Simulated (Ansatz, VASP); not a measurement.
## One calculation of Na, two programs

```xyz
3
Lattice="3.7272 0.0000 0.0000 -1.8636 3.2279 0.0000 0.0000 0.0000 9.0645" Properties=species:S:1:pos:R:3 pbc="T T T"
Na    0.0000    0.0000    0.0000
Na    0.0000    2.1519    3.0215
Na    1.8636    1.0760    6.0430
```

Alike in both runs: functional PBEsol; k mesh 12 × 12 × 6; occupations gaussian, width 0.1 eV; no spin polarisation.

Ansatz relaxed the structure, and its values are those at the end. VASP's run is a single point on that final structure, the one shown.

|  | VASP | Ansatz |
| --- | --- | --- |
| version | VASP 6.6.1 | Ansatz 0.2.0 |
| potentials or method | VASP PAW PBE potentials, release 64 (Na_pv), cutoff 520 eV | scalar-relativistic, plane waves, PAW |
| valence electrons in the cell | 21 | 27 |

|  | VASP | Ansatz | Ansatz less VASP |
| --- | --- | --- | --- |
| gap on the k mesh at the Fermi level (eV) | none | none | - |
| pressure (GPa) | -0.1 | 0.0 | +0.05 |

VASP's potentials were made for PBE, not for PBEsol. A gap of «none» marks a metal or a gap that the smearing closes. The functional is the same, so the differences come from potentials, cutoffs and numerics. VASP's potentials hold 21 valence electrons a cell and Ansatz's 27, so a difference there can come from the potentials and not from the codes.
